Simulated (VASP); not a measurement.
Set up this calculation in VASP 6.6.1, as the native input.

```
Task                   : electric field gradients
Functional             : LDA
Potentials or basis    : VASP PAW LDA potentials, release 64 (Rh_sv_GW)
Cutoff                 : 460 eV
k mesh                 : 16 × 16 × 16
Occupations            : fermi-dirac, width 0.03 eV
Spin                   : no spin polarisation
Dipole correction      : no
Further INCAR settings : ALGO = Normal; EDIFF = 1e-08; NBANDS = 14
```

The structure of Rh lies in POSCAR:

```
Rh
1.0
    0.0000000000      1.8758502280      1.8758502280
    1.8758502280      0.0000000000      1.8758502280
    1.8758502280      1.8758502280      0.0000000000
Rh
1
Direct
    0.0000000000      0.0000000000      0.0000000000
```

These files were run (other wordings do the same):

INCAR

```
SYSTEM = Rh
PREC = Accurate
ENCUT = 460
EDIFF = 1E-8
ISMEAR = -1
SIGMA = 0.03
LREAL = .FALSE.
LASPH = .TRUE.
NELM = 120
ALGO = Normal
ISIF = 2
LWAVE = .FALSE.
LCHARG = .FALSE.
LEFG = .TRUE.
NBANDS = 14
GGA_COMPAT = .FALSE.
```

KPOINTS

```
regular mesh
0
G
  16 16 16
  0 0 0
```

Potentials or basis: VASP PAW LDA potentials, release 64 (Rh_sv_GW).

The run is started by

```console
$ cat potpaw_LDA.64/Rh_sv_GW/POTCAR > POTCAR
$ mpirun -np 1 vasp_std > vasp.out
```

Results of the run:

```
Pressure                                : -1.8 GPa
Band gap on the k mesh                  : zero (an odd number of electrons rules out a gap without spin polarisation)
Largest electric field gradient by atom : under 0.05 V/Å² on every atom
```

Run time: 25 s on 1 thread of Intel(R) Xeon(R) Platinum 8259CL CPU @ 2.50GHz (Skylake/Cascade Lake), on a shared host, peak memory 0.14 GiB.
